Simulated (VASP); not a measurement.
Here is a VASP 6.6.1 calculation.

INCAR

```
SYSTEM = Sm4TaI
PREC = Accurate
ENCUT = 500
EDIFF = 1E-6
ISMEAR = 0
SIGMA = 0.1
LREAL = .FALSE.
LASPH = .TRUE.
NELM = 200
ALGO = Normal
ISIF = 2
LWAVE = .FALSE.
LCHARG = .FALSE.
GGA = PE
NBANDS = 40
GGA_COMPAT = .FALSE.
LMAXMIX = 6
```

The input KPOINTS:

```
regular mesh
0
G
  4 4 4
  0 0 0
```

The input POSCAR:

```
Sm4TaI
1.0
    4.6212751000      0.0000000000      0.0000000000
    0.0000000000      4.6212751000      0.0000000000
    0.0000000000      0.0000000000      6.6901404700
Sm Ta I
4 1 1
Direct
    0.5000000000      0.0000000000      0.7312811000
    0.0000000000      0.5000000000      0.2687189000
    0.5000000000      0.0000000000      0.2687189000
    0.0000000000      0.5000000000      0.7312811000
    0.5000000000      0.5000000000      0.5000000000
    0.0000000000      0.0000000000      0.0000000000
```

Potentials or basis: VASP PAW PBE potentials, release 64 (Sm_3, Ta_pv, I), 4f in core.

Command:

```console
$ cat potpaw_PBE.64/Sm_3/POTCAR potpaw_PBE.64/Ta_pv/POTCAR potpaw_PBE.64/I/POTCAR > POTCAR
$ mpirun -np 1 vasp_std > vasp.out
```

(1) What does it give for the largest force?

(2) What does it give for the band gap on the k mesh?

Answers

(1) 0.233 eV/Å.

(2) zero (bands 31 and 32 overlap by 0.30 eV).

Caveat: spin-orbit coupling is left out, which moves the levels of the heavy elements; the 4f electrons are frozen in the core, so they carry no moment and show no levels; the run has no spin polarisation, though such a crystal can be magnetic.
